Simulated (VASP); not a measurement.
Al2PO:

```
Al P O
1.0
     3.27587    0.00000    0.00000
    -1.63794    2.83699    0.00000
     0.00000    0.00000    5.31744
Al P O
2 1 1
Direct
  0.66667 0.33333 0.17661
  0.66667 0.33333 0.82339
  0.33333 0.66667 0.50000
  0.00000 0.00000 0.00000
```

- Program: VASP 6.6.1
- Task: relaxation of cell and atoms
- Functional: PBE
- Potentials or basis: VASP PAW PBE potentials, release 64 (Al, P, O)
- Cutoff: 600 eV
- k mesh: 6 × 6 × 4
- Occupations: gaussian, width 0.1 eV
- Spin: no spin polarisation

At the start: pressure 31.8 GPa; volume 12.35 Å³/atom.

How do energy, volume and symmetry change on relaxing?

Over 15 steps the energy falls by 912.9 meV/atom and the volume is 13.79 Å³/atom (+11.6 %); space group P-6m2 (No. 187, to 0.05 Å).

Step by step:
| step | energy change (eV) | largest force (eV/Å) | pressure (GPa) | volume (Å³) |
| --- | --- | --- | --- | --- |
| 1 | 0.0000 | 13.8415 | 31.79 | 49.42 |
| 2 | -0.8138 | 4.3063 | -4.78 | 68.24 |
| 3 | -3.5450 | 0.5751 | -3.97 | 56.95 |
| 4 | -3.5818 | 0.3110 | -3.38 | 56.46 |
| 5 | -3.6141 | 0.4828 | -1.50 | 55.22 |
| 6 | -3.6150 | 0.3875 | -1.74 | 55.36 |
| 7 | -3.6394 | 0.0683 | 0.98 | 54.36 |
| 8 | -3.6394 | 0.0617 | 0.89 | 54.39 |
| 9 | -3.6431 | 0.0114 | 0.10 | 54.81 |
| 10 | -3.6445 | 0.1164 | -0.88 | 55.34 |
| 11 | -3.6467 | 0.1482 | -0.87 | 55.38 |
| 12 | -3.6497 | 0.0736 | -0.73 | 55.48 |
| 13 | -3.6499 | 0.1363 | -0.83 | 55.44 |
| 14 | -3.6501 | 0.1156 | -0.81 | 55.46 |
| 15 | -3.6515 | 0.0391 | -0.17 | 55.16 |

Final structure:
```
CELL_PARAMETERS angstrom
3.38532 0.00000 0.00000
-1.69266 2.93177 0.00000
0.00000 0.00000 5.55753
ATOMIC_POSITIONS crystal
Al 0.66667 0.33333 0.23872
Al 0.66667 0.33333 0.76128
P 0.33333 0.66667 0.50000
O 0.00000 0.00000 0.00000
```

Caveat: the k points lie up to 0.36 Å⁻¹ apart in the final cell; an odd number of electrons without spin polarisation forces a metal; a magnetic or distorted state may lie lower.
